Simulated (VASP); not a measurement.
# PbSe (Fm-3m) in VASP: single point with HSE06

Aim: the single point of PbSe with HSE06.

Everything below comes from runs of VASP 6.6.1. Logs are shortened: lines on timing, memory, paths and dates and some standing lists are left out, and cuts for length are marked.

### Step 1. The cell of the first run

It takes space group Fm-3m (No. 225, cubic). Conventional cell: a = 6.178 Å, b = 6.178 Å, c = 6.178 Å, α = 90.00°, β = 90.00°, γ = 90.00°. Pb (site symmetry m-3m) has 6 Se at 3.09 Å within 4.1 Å. Within 4.1 Å of Se (site symmetry m-3m) lie 6 Pb at 3.09 Å.

### Step 2. Single point, HSE06

The input, POSCAR:

```
PbSe
1.0
    0.0000000000      3.0888743757      3.0888743757
    3.0888743757      0.0000000000      3.0888743757
    3.0888743757      3.0888743757      0.0000000000
Pb Se
1 1
Direct
    0.0000000000      0.0000000000      0.0000000000
    0.5000000000      0.5000000000      0.5000000000
```

The input, INCAR.step1:

```
SYSTEM = PbSe
PREC = Accurate
ENCUT = 400
EDIFF = 1E-5
ISMEAR = 0
SIGMA = 0.01
LREAL = .False.
LASPH = .True.
NELM = 120
ALGO = Normal
ISIF = 2
LWAVE = .True.
LCHARG = .False.
GGA = PE
NBANDS = 17
GGA_COMPAT = .False.
```

The input, INCAR.step2:

```
SYSTEM = PbSe
PREC = Accurate
ENCUT = 400
EDIFF = 1E-6
ISMEAR = 0
SIGMA = 0.01
LREAL = .False.
LASPH = .True.
NELM = 120
ALGO = Normal
ISIF = 2
LWAVE = .False.
LCHARG = .False.
GGA = PE
LHFCALC = .True.
HFSCREEN = 0.2079
PRECFOCK = Normal
ISTART = 1
NBANDS = 17
GGA_COMPAT = .False.
```

The input, KPOINTS:

```
regular mesh
0
Gamma
  6 6 6
  0 0 0
```

Potentials or basis: VASP PAW PBE potentials, release 64 (Pb_d, Se).

The run is started by

```bash
$ cat potpaw_PBE.64/Pb_d/POTCAR potpaw_PBE.64/Se/POTCAR > POTCAR
$ cp INCAR.step1 INCAR
$ mpirun -np 1 vasp_std > vasp.out
$ cp INCAR.step2 INCAR
$ mpirun -np 1 vasp_std > vasp.out
```

OUTCAR:

```text
SYSTEM = PbSe
   PREC = Accurate
   ENCUT = 400
   EDIFF = 1E-6
   ISMEAR = 0
   LREAL = .False.
   LASPH = .True.
   NELM = 120
   ISIF = 2
   GGA = PE
   LHFCALC = .True.
   HFSCREEN = 0.2079
   PRECFOCK = Normal
   ISTART = 1

 ion  position               nearest neighbor table
   1  0.000  0.000  0.000-   2 3.09   2 3.09   2 3.09   2 3.09   2 3.09   2 3.09
   2  0.500  0.500  0.500-   1 3.09   1 3.09   1 3.09   1 3.09   1 3.09   1 3.09

  LATTYP: Found a face centered cubic cell.
 ALAT       =     6.1777487514

  Lattice vectors:

 A1 = (   0.0000000000,   3.0888743757,   3.0888743757)
 A2 = (   3.0888743757,   0.0000000000,   3.0888743757)
 A3 = (   3.0888743757,   3.0888743757,   0.0000000000)

Analysis of symmetry for initial positions (statically):
=====================================================================
 Subroutine PRICEL returns:
 Original cell was already a primitive cell.

 Routine SETGRP: Setting up the symmetry group for a
 face centered cubic supercell.

 Subroutine GETGRP returns: Found 48 space group operations
 (whereof 48 operations were pure point group operations)
 out of a pool of 48 trial point group operations.

The static configuration has the point symmetry O_h .

Analysis of symmetry for dynamics (positions and initial velocities):
=====================================================================
 Subroutine PRICEL returns:
 Original cell was already a primitive cell.

 Routine SETGRP: Setting up the symmetry group for a
 face centered cubic supercell.

 Subroutine GETGRP returns: Found 48 space group operations
 (whereof 48 operations were pure point group operations)
 out of a pool of 48 trial point group operations.

The dynamic configuration has the point symmetry O_h .

 Subroutine INISYM returns: Found 48 space group operations
 (whereof 48 operations are pure point group operations),
 and found     1 'primitive' translations

----------------------------------------------------------------------------------------

                                     Primitive cell

  volume of cell :      58.9428

  direct lattice vectors                    reciprocal lattice vectors
     0.000000000  3.088874376  3.088874376    -0.161871264  0.161871264  0.161871264
     3.088874376  0.000000000  3.088874376     0.161871264 -0.161871264  0.161871264
     3.088874376  3.088874376  0.000000000     0.161871264  0.161871264 -0.161871264

  length of vectors
     4.368328035  4.368328035  4.368328035     0.280369254  0.280369254  0.280369254

  position of ions in fractional coordinates (direct lattice)
     0.000000000  0.000000000  0.000000000
     0.500000000  0.500000000  0.500000000

  ion indices of the primitive-cell ions
   primitive index   ion index
                 1           1
                 2           2

----------------------------------------------------------------------------------------

 KPOINTS: regular mesh

Automatic generation of k-mesh.
 Grid dimensions read from file:
 generate k-points for:    6    6    6

 Generating k-lattice:

  Cartesian coordinates                     Fractional coordinates (reciprocal lattice)
    -0.026978544  0.026978544  0.026978544     0.166666667  0.000000000  0.000000000
     0.026978544 -0.026978544  0.026978544     0.000000000  0.166666667  0.000000000
     0.026978544  0.026978544 -0.026978544     0.000000000  0.000000000  0.166666667

  Length of vectors
     0.046728209  0.046728209  0.046728209

  Shift w.r.t. Gamma in fractional coordinates (k-lattice)
     0.000000000  0.000000000  0.000000000

 Subroutine IBZKPT returns following result:
 ===========================================

 Found     16 irreducible k-points:

 Following reciprocal coordinates:
            Coordinates               Weight
  0.000000  0.000000  0.000000      1.000000
  0.166667  0.000000  0.000000      8.000000
  0.333333  0.000000  0.000000      8.000000
  0.500000  0.000000  0.000000      4.000000
  0.166667  0.166667  0.000000      6.000000
  0.333333  0.166667  0.000000     24.000000
[... 8 lines left out ...]
 -0.333333  0.333333  0.166667     24.000000
 -0.333333  0.500000  0.166667     12.000000
   k-points           NKPTS =     16   k-points in BZ     NKDIM =    216   number of bands    NBANDS=     17
   number of dos      NEDOS =    301   number of ions     NIONS =      2
   total plane-waves  NPLWV =  21952
   dimension x,y,z NGX =    28 NGY =   28 NGZ =   28
   dimension x,y,z NGXF=    56 NGYF=   56 NGZF=   56
   ions per type =               1   1
   NGX,Y,Z   is equivalent  to a cutoff of  10.66, 10.66, 10.66 a.u.
   NGXF,Y,Z  is equivalent  to a cutoff of  21.31, 21.31, 21.31 a.u.
 SYSTEM =  PbSe
   PREC   = accura    normal or accurate (medium, high low for compatibility)
   ISTART =      1    job   : 0-new  1-cont  2-samecut
   ICHARG =      0    charge: 1-file 2-atom 10-const
   ISPIN  =      1    spin polarized calculation?
   LNONCOLLINEAR =      F non collinear calculations
   LSORBIT =      F    spin-orbit coupling
   LASPH  =      T    aspherical Exc in radial PAW
   ENCUT  =  400.0 eV  29.40 Ry    5.42 a.u.   7.12  7.12  7.12*2*pi/ulx,y,z
   NELM   =    120;   NELMIN=  2; NELMDL=  0     # of ELM steps
   EDIFF  = 0.1E-05   stopping-criterion for ELM
   LREAL  =      F    real-space projection
   EDIFFG = 0.1E-04   stopping-criterion for IOM
   NSW    =      0    number of steps for IOM
   IBRION =     -1    ionic relax: 0-MD 1-quasi-New 2-CG
   NFREE  =      0    steps in history (QN), initial steepest desc. (CG)
   ISIF   =      2    stress and relaxation
   ISYM   =      3    0-nonsym 1-usesym 2-fastsym
   POTIM  = 0.5000    time-step for ionic-motion
   TEBEG  =    0.0;   TEEND  =   0.0 temperature during run
   PSTRESS=    0.0 pullay stress
   NELECT =      20.0000    total number of electrons
   NUPDOWN=      -1.0000    fix difference up-down
   EMIN   =  10.00;   EMAX   =-10.00  energy-range for DOS
   EFERMI =   0.00;   METHOD = LEGACY
   ISMEAR =     0;   SIGMA  =   0.01  broadening in eV -4-tet -1-fermi 0-gaus
   EFERMI_NEDOS =   21; number of points for ismear=-14 and -15
   IALGO  =     38    algorithm
   IMIX   =      1    mixing-type and parameters
     AMIX     =   0.40;   BMIX     =  1.00
     AMIX_MAG =   1.60;   BMIX_MAG =  1.00
  volume/ion in A,a.u.               =      29.47       198.88
  Fermi-wavevector in a.u.,A,eV,Ry     =   1.141847  2.157778 17.739474  1.303815
  Thomas-Fermi vector in A             =   2.278546
   LORBIT       =      0    0 simple, 1 ext, 2 COOP (PROOUT), +10 PAW based schemes
   GGA     = PE    functional components
   LHFCALC =     T    Hartree Fock is set to
   PRECFOCK=normal    Normal, Fast or Accurate (Low or Medium for compatibility)
   ENCUT4O =  -1.0   cutoff for four orbital integrals eV
   NKREDX  =     1    reduce k-point grid by
   NKREDY  =     1    reduce k-point grid by
   NKREDZ  =     1    reduce k-point grid by
   AEXX    =    0.2500 exact exchange contribution
   HFSCREEN=    0.2079 screening length (either q_TF or 0.3 A-1)
   HFSCREENC=   0.2079 screening length for correlation (either q_TF or 0.3 A-1)
   ENCUTFOCK=  -1.0 apply spherical cutoff to Coloumb kernel
   IVDW    =     0    specifies the selected vdW correction
   LEPSILON=     F    determine dielectric tensor
   LRPA    =     F    only Hartree local field effects (RPA)
 non-spin polarized calculation
 Gauss-broadening in eV      SIGMA  =   0.01
  energy-cutoff  :      400.00
  volume of cell :       58.94
 maximum number of plane-waves:      1090
  NGX = 24; NGY = 24; NGZ = 24

 number of electron      20.0000005 magnetization

 Free energy of the ion-electron system (eV)
  ---------------------------------------------------
  ext. energy  EPLUGINS =         0.00000000
  ---------------------------------------------------
  free energy    TOTEN  =        -9.73802788 eV

  energy without entropy =       -9.73802788  energy(sigma->0) =       -9.73802788

 E-fermi :   4.5296     XC(G=0):  -7.8299

 val. band max:        4.4207346900   @ k =   0.5000   0.0000   0.0000
 cond. band min:       5.2245443879   @ k =   0.5000   0.0000   0.0000
 fundamental gap:      0.8038096979
 Fermi energy:         4.5295630781

 k-point     1 :       0.0000    0.0000    0.0000
  band No.  band energies     occupation
      1     -14.1440      2.00000
      2     -14.1440      2.00000
      3     -14.1400      2.00000
      4     -14.1400      2.00000
      5     -14.1400      2.00000
      6     -10.3449      2.00000
[... 9 lines left out ...]
     16      11.6569      0.00000
     17      13.4038      0.00000

 k-point     2 :       0.1667    0.0000    0.0000
  band No.  band energies     occupation
      1     -14.1498      2.00000
      2     -14.1498      2.00000
      3     -14.1392      2.00000
      4     -14.1332      2.00000
      5     -14.1332      2.00000
      6     -10.1274      2.00000
[... 9 lines left out ...]
     16      12.2626      0.00000
     17      15.0702      0.00000

 k-point     3 :       0.3333    0.0000    0.0000
  band No.  band energies     occupation
      1     -14.1624      2.00000
      2     -14.1624      2.00000
      3     -14.1380      2.00000
      4     -14.1187      2.00000
      5     -14.1187      2.00000
      6      -9.5922      2.00000
[... 9 lines left out ...]
     16      13.7855      0.00000
     17      17.0615      0.00000

 k-point     4 :       0.5000    0.0000    0.0000
  band No.  band energies     occupation
      1     -14.1687      2.00000
      2     -14.1687      2.00000
      3     -14.1376      2.00000
      4     -14.1114      2.00000
      5     -14.1114      2.00000
      6      -9.2383      2.00000
[... 9 lines left out ...]
     16      15.4983      0.00000
     17      15.4983      0.00000
[... 183 lines left out ...]
      1     -14.2060      2.00000
      2     -14.1480      2.00000
      3     -14.1403      2.00000
      4     -14.1158      2.00000
      5     -14.1111      2.00000
      6      -9.1874      2.00000
[... 9 lines left out ...]
     16      15.5360      0.00000
     17      15.8482      0.00000

 k-point    15 :      -0.3333    0.3333    0.1667
  band No.  band energies     occupation
      1     -14.2139      2.00000
      2     -14.1520      2.00000
      3     -14.1292      2.00000
      4     -14.1256      2.00000
      5     -14.1053      2.00000
      6      -8.9398      2.00000
[... 9 lines left out ...]
     16      16.7298      0.00000
     17      16.7408      0.00000

 k-point    16 :      -0.3333    0.5000    0.1667
  band No.  band energies     occupation
      1     -14.2394      2.00000
      2     -14.1427      2.00000
      3     -14.1406      2.00000
      4     -14.1149      2.00000
      5     -14.1003      2.00000
      6      -8.8408      2.00000
[... 9 lines left out ...]
     16      16.9376      0.00000
     17      18.0499      0.00000

------------------------ aborting loop because EDIFF is reached ----------------------------------------

  FORCE on cell =-STRESS in cart. coord.  units (eV):
  Direction    XX          YY          ZZ          XY          YZ          ZX
  --------------------------------------------------------------------------------------
  -------------------------------------------------------------------------------------
  Total       -0.1073694     -0.1073694     -0.1073694      0.0000000      0.0000000      0.0000000
  in kB       -2.9185049     -2.9185049     -2.9185049      0.0000000      0.0000000      0.0000000
  external PRESSURE =      -2.9185049 kB  Pullay stress =       0.0000000 kB

 VOLUME and BASIS-vectors are now :
 -----------------------------------------------------------------------------
  energy-cutoff  :      400.00
  volume of cell :       58.94
      direct lattice vectors                 reciprocal lattice vectors
     0.000000000  3.088874376  3.088874376    -0.161871264  0.161871264  0.161871264
     3.088874376  0.000000000  3.088874376     0.161871264 -0.161871264  0.161871264
     3.088874376  3.088874376  0.000000000     0.161871264  0.161871264 -0.161871264

 POSITION                                       TOTAL-FORCE (eV/Angst)
 -----------------------------------------------------------------------------------
      0.00000      0.00000      0.00000        -0.000000     -0.000000      0.000000
      3.08887      3.08887      3.08887         0.000000      0.000000     -0.000000
 -----------------------------------------------------------------------------------
    total drift:                               -0.000001     -0.000001     -0.000002

  FREE ENERGIE OF THE ION-ELECTRON SYSTEM (eV)
  ---------------------------------------------------
  free  energy   TOTEN  =        -9.7380278843 eV

  energy  without entropy=       -9.7380278843  energy(sigma->0) =       -9.73802788
```

Wall time 72 min (1 thread of AMD EPYC 7R43 (Zen 3), shared host); peak memory 0.25 GiB.

What came out:

```yaml
Free_energy: -9.7380 eV
Pressure: -0.3 GPa
Band_gap_on_the_k_mesh: 0.80 eV
```

Caveat: the PAW data sets were made with another functional, which shifts forces and pressure a little; spin-orbit coupling is left out, which moves the levels of the heavy elements. A k mesh can miss the band edges.
